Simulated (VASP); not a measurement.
# ZnS (I-4m2) in VASP: further runs

ZnS is run at these levels: PBE; tasks: single point.

Everything below comes from runs of VASP 6.6.1. Logs are shortened: lines on timing, memory, paths and dates and some standing lists are left out, and cuts for length are marked.

**1. The cell of the first run**

Symmetry: I-4m2, No. 119, tetragonal system. The conventional cell has a = 3.768 Å, b = 3.768 Å, c = 5.409 Å, α = 90.00°, β = 90.00°, γ = 90.00°. Within 3.1 Å of Zn (site symmetry -4m2) lie 4 S at 2.32 Å. S (site symmetry -4m2) has 4 Zn at 2.32 Å within 3.1 Å.

**2. Single point, PBE (strain -0.015 along x and y, +0.000 along z)**

Input file INCAR:

```
SYSTEM = ZnS
PREC = Accurate ; ENCUT = 520
EDIFF = 1E-6 ; ISMEAR = 0
SIGMA = 0.05 ; LREAL = .False.
LASPH = .True. ; NELM = 80
ALGO = Normal ; ISIF = 2
LWAVE = .False. ; LCHARG = .True.
GGA = PE ; LELF = .True.
LVHAR = .True. ; NBANDS = 16
```

Input file KPOINTS:

```
Automatic mesh
0
Gamma
  10 10 10
  0 0 0
```

Input file POSCAR:

```
ZnS
1.0
    0.0000000000      2.6640802500      2.7046500000
    2.6640802500      0.0000000000      2.7046500000
    2.6640802500      2.6640802500      0.0000000000
Zn S
1 1
Direct
    0.0000000000      0.0000000000      0.0000000000
    0.7500000000      0.7500000000      0.7500000000
```

Potentials or basis: VASP PAW PBE potentials, release 64 (Zn, S).

Started as:

```bash
> cat potpaw_PBE.64/Zn/POTCAR potpaw_PBE.64/S/POTCAR > POTCAR
> mpirun -np 1 vasp_std > vasp.out
```

OUTCAR:

```text
SYSTEM = ZnS
   PREC = Accurate
   ENCUT = 520
   EDIFF = 1E-6
   ISMEAR = 0
   LREAL = .False.
   LASPH = .True.
   NELM = 80
   ISIF = 2
   GGA = PE

 ion  position               nearest neighbor table
   1  0.000  0.000  0.000-   2 2.32   2 2.32   2 2.32   2 2.32
   2  0.750  0.750  0.750-   1 2.32   1 2.32   1 2.32   1 2.32

  LATTYP: Found a body centered tetragonal cell.
 ALAT       =     3.7675784208
 C/A-ratio  =     1.4357498095

  Lattice vectors:

 A1 = (  -2.6640802500,   0.0000000000,   2.7046500000)
 A2 = (   2.6640802500,   0.0000000000,   2.7046500000)
 A3 = (   0.0000000000,   2.6640802500,  -2.7046500000)

Analysis of symmetry for initial positions (statically):
=====================================================================
 Subroutine PRICEL returns:
 Original cell was already a primitive cell.

 Routine SETGRP: Setting up the symmetry group for a
 body centered tetragonal supercell.

 Subroutine GETGRP returns: Found  8 space group operations
 (whereof  8 operations were pure point group operations)
 out of a pool of 16 trial point group operations.

The static configuration has the point symmetry D_2d.

Analysis of symmetry for dynamics (positions and initial velocities):
=====================================================================
 Subroutine PRICEL returns:
 Original cell was already a primitive cell.

 Routine SETGRP: Setting up the symmetry group for a
 body centered tetragonal supercell.

 Subroutine GETGRP returns: Found  8 space group operations
 (whereof  8 operations were pure point group operations)
 out of a pool of 16 trial point group operations.

The dynamic configuration has the point symmetry D_2d.

 Subroutine INISYM returns: Found  8 space group operations
 (whereof  8 operations are pure point group operations),
 and found     1 'primitive' translations

----------------------------------------------------------------------------------------

                                     Primitive cell

  volume of cell :      38.3916

  direct lattice vectors                    reciprocal lattice vectors
     0.000000000  2.664080250  2.704650000    -0.187682034  0.187682034  0.184866803
     2.664080250  0.000000000  2.704650000     0.187682034 -0.187682034  0.184866803
     2.664080250  2.664080250  0.000000000     0.187682034  0.187682034 -0.184866803

  length of vectors
     3.796373954  3.796373954  3.767578421     0.323457612  0.323457612  0.323457612

  position of ions in fractional coordinates (direct lattice)
     0.000000000  0.000000000  0.000000000
     0.750000000  0.750000000  0.750000000

  ion indices of the primitive-cell ions
   primitive index   ion index
                 1           1
                 2           2

----------------------------------------------------------------------------------------

 KPOINTS: Automatic mesh

Automatic generation of k-mesh.
 Grid dimensions read from file:
 generate k-points for:   10   10   10

 Generating k-lattice:

  Cartesian coordinates                     Fractional coordinates (reciprocal lattice)
    -0.018768203  0.018768203  0.018486680     0.100000000 -0.000000000  0.000000000
     0.018768203 -0.018768203  0.018486680    -0.000000000  0.100000000  0.000000000
     0.018768203  0.018768203 -0.018486680     0.000000000  0.000000000  0.100000000

  Length of vectors
     0.032345761  0.032345761  0.032345761

  Shift w.r.t. Gamma in fractional coordinates (k-lattice)
     0.000000000  0.000000000  0.000000000

 Subroutine IBZKPT returns following result:
 ===========================================

 Found    102 irreducible k-points:

 Following reciprocal coordinates:
            Coordinates               Weight
  0.000000  0.000000  0.000000      1.000000
  0.100000 -0.000000  0.000000      8.000000
  0.200000 -0.000000  0.000000      8.000000
  0.300000  0.000000  0.000000      8.000000
  0.400000 -0.000000  0.000000      8.000000
  0.500000 -0.000000  0.000000      4.000000
[... 16 lines left out ...]
  0.300000  0.300000  0.000000      2.000000
  0.400000  0.300000  0.000000      8.000000
 [... further k-points ...]
   k-points           NKPTS =    102   k-points in BZ     NKDIM =    102   number of bands    NBANDS=     16
   number of dos      NEDOS =    301   number of ions     NIONS =      2
   total plane-waves  NPLWV =  21952
   dimension x,y,z NGX =    28 NGY =   28 NGZ =   28
   dimension x,y,z NGXF=    56 NGYF=   56 NGZF=   56
   ions per type =               1   1
   NGX,Y,Z   is equivalent  to a cutoff of  12.26, 12.26, 12.36 a.u.
   NGXF,Y,Z  is equivalent  to a cutoff of  24.52, 24.52, 24.71 a.u.
 SYSTEM =  ZnS
   PREC   = accura    normal or accurate (medium, high low for compatibility)
   ISTART =      0    job   : 0-new  1-cont  2-samecut
   ICHARG =      2    charge: 1-file 2-atom 10-const
   ISPIN  =      1    spin polarized calculation?
   LNONCOLLINEAR =      F non collinear calculations
   LSORBIT =      F    spin-orbit coupling
   LASPH  =      T    aspherical Exc in radial PAW
   ENCUT  =  520.0 eV  38.22 Ry    6.18 a.u.   7.06  7.06  7.01*2*pi/ulx,y,z
   NELM   =     80;   NELMIN=  2; NELMDL= -5     # of ELM steps
   EDIFF  = 0.1E-05   stopping-criterion for ELM
   LREAL  =      F    real-space projection
   EDIFFG = 0.1E-04   stopping-criterion for IOM
   NSW    =      0    number of steps for IOM
   IBRION =     -1    ionic relax: 0-MD 1-quasi-New 2-CG
   NFREE  =      0    steps in history (QN), initial steepest desc. (CG)
   ISIF   =      2    stress and relaxation
   ISYM   =      2    0-nonsym 1-usesym 2-fastsym
   POTIM  = 0.5000    time-step for ionic-motion
   TEBEG  =    0.0;   TEEND  =   0.0 temperature during run
   PSTRESS=    0.0 pullay stress
   NELECT =      18.0000    total number of electrons
   NUPDOWN=      -1.0000    fix difference up-down
   EMIN   =  10.00;   EMAX   =-10.00  energy-range for DOS
   EFERMI =   0.00;   METHOD = LEGACY
   ISMEAR =     0;   SIGMA  =   0.05  broadening in eV -4-tet -1-fermi 0-gaus
   EFERMI_NEDOS =   21; number of points for ismear=-14 and -15
   IALGO  =     38    algorithm
   IMIX   =      4    mixing-type and parameters
     AMIX     =   0.40;   BMIX     =  1.00
     AMIX_MAG =   1.60;   BMIX_MAG =  1.00
  volume/ion in A,a.u.               =      19.20       129.54
  Fermi-wavevector in a.u.,A,eV,Ry     =   1.271805  2.403362 22.007251  1.617487
  Thomas-Fermi vector in A             =   2.404718
   LORBIT       =      0    0 simple, 1 ext, 2 COOP (PROOUT), +10 PAW based schemes
   GGA     = PE    functional components
   LHFCALC =     F    Hartree Fock is set to
   AEXX    =    0.0000 exact exchange contribution
   IVDW    =     0    specifies the selected vdW correction
   LEPSILON=     F    determine dielectric tensor
   LRPA    =     F    only Hartree local field effects (RPA)
 non-spin polarized calculation
 Gauss-broadening in eV      SIGMA  =   0.05
  energy-cutoff  :      520.00
  volume of cell :       38.39
 maximum number of plane-waves:      1046
   NGX = 15   NGY = 15   NGZ = 13

 number of electron      18.0000018 magnetization

 Free energy of the ion-electron system (eV)
  ---------------------------------------------------
  ext. energy  EPLUGINS =         0.00000000
  ---------------------------------------------------
  free energy    TOTEN  =        -6.82755738 eV

  energy without entropy =       -6.82755738  energy(sigma->0) =       -6.82755738

 E-fermi :   2.6086     XC(G=0):  -9.7597

 val. band max:        2.3834417011   @ k =   0.0000   0.0000   0.0000
 cond. band min:       4.5992720107   @ k =   0.0000   0.0000   0.0000
 fundamental gap:      2.2158303096
 Fermi energy:         2.6085831924

 k-point     1 :       0.0000    0.0000    0.0000
  band No.  band energies     occupation
      1     -10.9688      2.00000
      2      -4.0924      2.00000
      3      -4.0829      2.00000
      4      -4.0829      2.00000
      5      -3.5577      2.00000
      6      -3.5527      2.00000
[... 8 lines left out ...]
     15      14.2874      0.00000
     16      14.3975      0.00000

 k-point     2 :       0.1000   -0.0000    0.0000
  band No.  band energies     occupation
      1     -10.8896      2.00000
      2      -4.0891      2.00000
      3      -4.0734      2.00000
      4      -4.0680      2.00000
      5      -3.5588      2.00000
      6      -3.5544      2.00000
[... 8 lines left out ...]
     15      13.8169      0.00000
     16      14.9813      0.00000

 k-point     3 :       0.2000   -0.0000    0.0000
  band No.  band energies     occupation
      1     -10.6707      2.00000
      2      -4.0746      2.00000
      3      -4.0388      2.00000
      4      -4.0312      2.00000
      5      -3.5577      2.00000
      6      -3.5555      2.00000
[... 8 lines left out ...]
     15      13.3499      0.00000
     16      14.9903      0.00000

 k-point     4 :       0.3000    0.0000    0.0000
  band No.  band energies     occupation
      1     -10.3722      2.00000
      2      -4.0042      2.00000
      3      -3.9916      2.00000
      4      -3.9877      2.00000
      5      -3.5484      2.00000
      6      -3.5470      2.00000
[... 8 lines left out ...]
     15      13.6778      0.00000
     16      14.4178      0.00000

 k-point     5 :       0.4000   -0.0000    0.0000
  band No.  band energies     occupation
      1     -10.1021      2.00000
      2      -3.9786      2.00000
      3      -3.9659      2.00000
      4      -3.7493      2.00000
      5      -3.5336      2.00000
      6      -3.5287      2.00000
[... 8 lines left out ...]
     15      14.8015      0.00000
     16      14.8814      0.00000

 k-point     6 :       0.5000   -0.0000    0.0000
  band No.  band energies     occupation
      1      -9.9905      2.00000
      2      -3.9714      2.00000
      3      -3.9579      2.00000
      4      -3.5255      2.00000
      5      -3.5205      2.00000
      6      -3.3462      2.00000
[... 8 lines left out ...]
     15      15.7857      0.00000
     16      15.8989      0.00000

 k-point     7 :       0.1000    0.1000    0.0000
  band No.  band energies     occupation
      1     -10.8651      2.00000
      2      -4.1074      2.00000
      3      -4.0561      2.00000
      4      -4.0561      2.00000
      5      -3.5699      2.00000
      6      -3.5453      2.00000
[... 8 lines left out ...]
     15      14.4130      0.00000
     16      15.2349      0.00000

 k-point     8 :       0.2000    0.1000    0.0000
  band No.  band energies     occupation
      1     -10.6941      2.00000
      2      -4.1091      2.00000
      3      -4.0227      2.00000
      4      -4.0195      2.00000
      5      -3.5787      2.00000
      6      -3.5392      2.00000
[... 8 lines left out ...]
     15      14.2451      0.00000
     16      15.9844      0.00000

 k-point     9 :       0.3000    0.1000    0.0000
  band No.  band energies     occupation
      1     -10.4213      2.00000
      2      -4.0654      2.00000
      3      -3.9766      2.00000
      4      -3.9744      2.00000
      5      -3.5736      2.00000
      6      -3.5315      2.00000
[... 8 lines left out ...]
     15      14.3739      0.00000
     16      15.4320      0.00000
[... 172 lines left out ...]
 k-point    19 :       0.5000    0.2000    0.0000
  band No.  band energies     occupation
      1      -9.8948      2.00000
      2      -3.9904      2.00000
      3      -3.8785      2.00000
      4      -3.6960      2.00000
      5      -3.5162      2.00000
      6      -3.4042      2.00000
[... 8 lines left out ...]
     15      15.8874      0.00000
     16      16.9586      0.00000

 k-point    20 :      -0.4000    0.2000    0.0000
  band No.  band energies     occupation
      1      -9.8647      2.00000
      2      -3.9699      2.00000
      3      -3.8881      2.00000
      4      -3.6134      2.00000
      5      -3.5404      2.00000
      6      -3.3353      2.00000
[... 8 lines left out ...]
     15      14.4494      0.00000
     16      16.7944      0.00000

 k-point    21 :      -0.3000    0.2000    0.0000
  band No.  band energies     occupation
      1     -10.0149      2.00000
      2      -3.9660      2.00000
      3      -3.9193      2.00000
      4      -3.7944      2.00000
      5      -3.5675      2.00000
      6      -3.4802      2.00000
[... 8 lines left out ...]
     15      15.8179      0.00000
     16      16.9208      0.00000

 k-point    22 :      -0.2000    0.2000    0.0000
  band No.  band energies     occupation
      1     -10.2675      2.00000
      2      -3.9991      2.00000
      3      -3.9661      2.00000
      4      -3.9617      2.00000
      5      -3.5788      2.00000
      6      -3.5097      2.00000
[... 8 lines left out ...]
     15      15.4117      0.00000
     16      17.0936      0.00000

 k-point    23 :       0.3000    0.3000    0.0000
  band No.  band energies     occupation
      1     -10.1847      2.00000
      2      -4.1581      2.00000
      3      -3.8698      2.00000
      4      -3.8698      2.00000
      5      -3.5961      2.00000
      6      -3.5023      2.00000
[... 8 lines left out ...]
     15      15.3213      0.00000
     16      19.2774      0.00000

 k-point    24 :       0.4000    0.3000    0.0000
  band No.  band energies     occupation
      1      -9.9727      2.00000
      2      -4.1248      2.00000
      3      -3.8219      2.00000
      4      -3.8136      2.00000
      5      -3.5415      2.00000
      6      -3.4949      2.00000
[... 8 lines left out ...]
     15      15.8295      0.00000
     16      18.3831      0.00000

 [... further k-points ...]
[... 5 lines left out ...]
  --------------------------------------------------------------------------------------
  -------------------------------------------------------------------------------------
  Total        1.0048789      1.0048789      0.8598326      0.0000000      0.0000000      0.0000000
  in kB       41.9361581     41.9361581     35.8830072      0.0000000      0.0000000      0.0000000
  external PRESSURE =      39.9184411 kB  Pullay stress =       0.0000000 kB

 VOLUME and BASIS-vectors are now :
 -----------------------------------------------------------------------------
  energy-cutoff  :      520.00
  volume of cell :       38.39
      direct lattice vectors                 reciprocal lattice vectors
     0.000000000  2.664080250  2.704650000    -0.187682034  0.187682034  0.184866803
     2.664080250  0.000000000  2.704650000     0.187682034 -0.187682034  0.184866803
     2.664080250  2.664080250  0.000000000     0.187682034  0.187682034 -0.184866803

 POSITION                                       TOTAL-FORCE (eV/Angst)
 -----------------------------------------------------------------------------------
      0.00000      0.00000      0.00000        -0.000000     -0.000000     -0.000000
      3.99612      3.99612      4.05697         0.000000      0.000000      0.000000
 -----------------------------------------------------------------------------------
    total drift:                               -0.000001     -0.000001     -0.000001

  FREE ENERGIE OF THE ION-ELECTRON SYSTEM (eV)
  ---------------------------------------------------
  free  energy   TOTEN  =        -6.8275573804 eV

  energy  without entropy=       -6.8275573804  energy(sigma->0) =       -6.82755738
```

Wall time 59 s (1 thread of AMD EPYC 7R43 (Zen 3), shared host); peak memory 0.16 GiB.

What came out:

```yaml
Free_energy: -6.8276 eV
Pressure: 4.0 GPa
Band_gap_on_the_k_mesh: 2.22 eV, direct
```

Caveat: the cell differs from its parent crystal (strain -0.015 along x and y, +0.000 along z).

**3. Single point, PBE (strain +0.000 along x and y, -0.015 along z)**

Input file INCAR:

```
SYSTEM = ZnS
  PREC = Accurate
  ENCUT = 520
  EDIFF = 1E-7
  ISMEAR = 0
  SIGMA = 0.05
  LREAL = .False.
  LASPH = .True.
  NELM = 60
  ALGO = Normal
  ISIF = 2
  LWAVE = .False.
  LCHARG = .False.
  GGA = PE
  NBANDS = 16
```

KPOINTS is that of step 2.

Input file POSCAR:

```
ZnS
1.0
    0.0000000000      2.7046500000      2.6640802500
    2.7046500000      0.0000000000      2.6640802500
    2.7046500000      2.7046500000      0.0000000000
Zn S
1 1
Direct
    0.0000000000      0.0000000000      0.0000000000
    0.7500000000      0.7500000000      0.7500000000
```

Potentials or basis: VASP PAW PBE potentials, release 64 (Zn, S).

Started as:

```bash
> cat potpaw_PBE.64/Zn/POTCAR potpaw_PBE.64/S/POTCAR > POTCAR
> mpirun -np 1 vasp_std > vasp.out
```

Wall time 62 s (1 thread of AMD EPYC 7R43 (Zen 3), shared host); peak memory 0.16 GiB.

It converged, with:

| Quantity | Value |
| --- | --- |
| Free energy | -6.8399 eV |
| Pressure | 2.7 GPa |
| Band gap on the k mesh | 2.13 eV, direct |

Stress tensor (GPa, compression positive):
```
2.53 0.00 0.00
0.00 2.53 0.00
0.00 0.00 3.10
```

Levels at points of the mesh, in eV from the valence-band top:
| k point | band 6 | band 7 | band 8 | band 9 | band 10 | band 11 | band 12 | band 13 |
| --- | --- | --- | --- | --- | --- | --- | --- | --- |
| (0.00, 0.00, 0.00) | -5.91 | -0.05 | -0.05 | 0.00 | 2.13 | 6.35 | 6.35 | 6.36 |
| (0.50, 0.00, 0.00) | -5.70 | -5.40 | -0.96 | -0.88 | 3.30 | 6.82 | 6.96 | 8.89 |
| (0.50, 0.50, 0.00) | -5.67 | -4.58 | -2.35 | -2.35 | 3.29 | 3.94 | 11.14 | 12.00 |
| (0.50, 0.00, 0.50) | -5.70 | -4.67 | -2.29 | -2.25 | 3.37 | 4.09 | 10.97 | 11.96 |

Caveat: the cell differs from its parent crystal (strain +0.000 along x and y, -0.015 along z).
